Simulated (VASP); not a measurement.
Crystal: VO2.

```
V O
1.0
     4.55460    0.00000    0.00000
     0.00000    4.55460    0.00000
     0.00000    0.00000    2.85280
V O
2 4
Direct
  0.00000 0.00000 0.00000
  0.50000 0.50000 0.50000
  0.30010 0.30010 0.00000
  0.19990 0.80010 0.50000
  0.69990 0.69990 0.00000
  0.80010 0.19990 0.50000
```

Base run:

| Item | Value |
| --- | --- |
| Program | VASP 6.6.1 |
| Functional | PBE |
| Potentials or basis | VASP PAW PBE potentials, release 64 (V_sv, O) |
| Cutoff | 600 eV |
| k mesh | 10 × 10 × 16 |
| Occupations | fermi-dirac, width 0.05 eV |
| Spin | collinear spin, ferromagnetic start |
| Starting moments | [1.0, 1.0, 0.0, 0.0, 0.0, 0.0] μB |

Its results: band gap on the k mesh zero (filled and empty bands overlap); pressure 2.2 GPa; net moment 2.00 μB per cell; site moments V +1.05; O -0.05 μB; largest force 0.047 eV/Å.

Question: The run is repeated on the same cell with these changes: functional from PBE to r2SCAN; cutoff from 600 eV to 580 eV; further incar settings from ALGO = Normal; EDIFF = 1e-06; NBANDS = 38 to ALGO = Normal; EDIFF = 1e-08; NBANDS = 38. What comes out?

Answer: Band gap on the k mesh zero (filled and empty bands overlap); pressure -3.0 GPa; net moment 2.00 μB per cell; site moments V +1.12; O -0.09 μB; largest force 0.067 eV/Å.

Caveats: semilocal functionals often make such compounds metallic where correlation or magnetic order opens a gap, which also shifts bond lengths; the PAW data sets were made with another functional, which shifts forces and pressure a little (at least some runs).
